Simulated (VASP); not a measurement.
SrHf:

```
CELL_PARAMETERS angstrom
0.00000 3.15420 3.15420
3.15420 0.00000 3.15420
3.15420 3.15420 0.00000
ATOMIC_POSITIONS crystal
Sr 0.00000 0.00000 0.00000
Hf 0.75000 0.75000 0.75000
```

- Program: VASP 6.6.1
- Task: relaxation of cell and atoms
- Functional: PBE
- Potentials or basis: VASP PAW PBE potentials, release 64 (Sr_sv, Hf_pv)
- Cutoff: 500 eV
- k mesh: 6 × 6 × 6
- Occupations: gaussian, width 0.1 eV
- Spin: no spin polarisation

At the start: pressure 10.1 GPa; volume 31.38 Å³/atom.

Task: Where does the relaxation end?

Result: Over 4 steps the energy falls by 323.6 meV/atom and the volume is 43.92 Å³/atom (+40.0 %); space group F-43m (No. 216, to 0.05 Å).

The path:
```csv
step,energy change (eV),largest force (eV/Å),pressure (GPa),volume (Å³)
1,0.0000,0.0000,10.10,62.76
2,-0.6300,0.0000,1.10,82.50
3,-0.6463,0.0000,0.22,86.69
4,-0.6473,0.0000,0.06,87.84
```

Final structure:
```
Sr Hf
1.0
     0.00000    3.52821    3.52821
     3.52821    0.00000    3.52821
     3.52821    3.52821    0.00000
Sr Hf
1 1
Cartesian
  3.5282 7.0564 3.5282
  5.2923 5.2923 5.2923
```

Caveat: the volume moved by over 15 % at a fixed basis, so the end points are rough.
